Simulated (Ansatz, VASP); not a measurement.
AlNi: VASP beside Ansatz

```
Al Ni
1.0
     1.96777   -1.95319    0.00000
     1.96777    1.95319    0.00000
     0.00000    0.00000    3.09943
Al Ni
1 1
Direct
  0.00000 0.00000 0.00000
  0.50000 0.50000 0.50000
```

Change from the starting cell: strain +0.0150 x Voigt [1, 0, 0, 0, 0, 0], atoms carried along.

Alike in both runs: task single point; functional PBEsol; k mesh 18 × 18 × 16; occupations gaussian, width 0.15 eV; no spin polarisation.

```csv
,VASP,Ansatz
version,VASP 6.6.1,Ansatz 0.2.0
potentials or method,"VASP PAW PBE potentials, release 64 (Al, Ni), cutoff 520 eV","scalar-relativistic, plane waves, PAW"
valence electrons in the cell,13,21
```

Ansatz gave:

- gap on the k mesh at the Fermi level (eV): none
- pressure (GPa): -2.1
- traceless stress, the component that is largest in VASP (GPa): -3.86

Question: Estimate VASP's values.

Answer: gap on the k mesh at the Fermi level (eV): none; pressure (GPa): -1.8; traceless stress, the component that is largest in VASP (GPa): -3.99.

VASP's potentials were made for PBE, not for PBEsol. A gap of «none» marks a metal or a gap that the smearing closes. The functional is the same, so the differences come from potentials, cutoffs and numerics. VASP's potentials hold 13 valence electrons a cell and Ansatz's 21, so a difference there can come from the potentials and not from the codes.
